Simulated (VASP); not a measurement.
Write the native input for VASP 6.6.1 that does the following.

- Task: single point
- Functional: PBE
- Dispersion: D3(BJ)
- Potentials or basis: VASP PAW PBE potentials, release 64 (Pb_d, O)
- Cutoff: 520 eV
- k mesh: 8 × 8 × 6
- Occupations: gaussian, width 0.02 eV
- Spin: no spin polarisation
- Dipole correction: no
- Further INCAR settings: ALGO = Normal; EDIFF = 1e-06; NBANDS = 28

The structure of PbO lies in POSCAR:

```
PbO
1.0
    4.0017156448      0.0000000000      0.0000000000
    0.0000000000      4.0017156448      0.0000000000
    0.0000000000      0.0000000000      4.4660670704
Pb O
2 2
Direct
    0.0000000000      0.5000000000      0.2631082111
    0.5000000000      0.0000000000      0.7368917889
    0.0000000000      0.0000000000      0.0000000000
    0.5000000000      0.5000000000      0.0000000000
```

The input as run:

INCAR

```
SYSTEM = PbO
PREC = Accurate
ENCUT = 520
EDIFF = 1E-6
ISMEAR = 0
SIGMA = 0.02
LREAL = .False.
LASPH = .True.
NELM = 60
ALGO = Normal
ISIF = 2
LWAVE = .False.
LCHARG = .False.
GGA = PE
IVDW = 12
NBANDS = 28
```

KPOINTS

```
Automatic mesh
0
Gamma
  8 8 6
  0 0 0
```

Potentials or basis: VASP PAW PBE potentials, release 64 (Pb_d, O).

Run with:

```console
$ cat potpaw_PBE.64/Pb_d/POTCAR potpaw_PBE.64/O/POTCAR > POTCAR
$ mpirun -np 1 vasp_std > vasp.out
```

Results of the run:

| Quantity | Value |
| --- | --- |
| Pressure | 4.5 GPa |
| Largest force | 0.041 eV/Å |
| Band gap on the k mesh | 0.89 eV (least direct gap 1.82 eV) |
| Dispersion energy per atom | -0.266 eV |

Caveat: the cell stands under pressure; spin-orbit coupling is left out, which moves the levels of the heavy elements.

It took 120 s on 1 thread of Intel(R) Xeon(R) Platinum 8259CL CPU @ 2.50GHz (Skylake/Cascade Lake), on a shared host, peak memory 0.25 GiB.
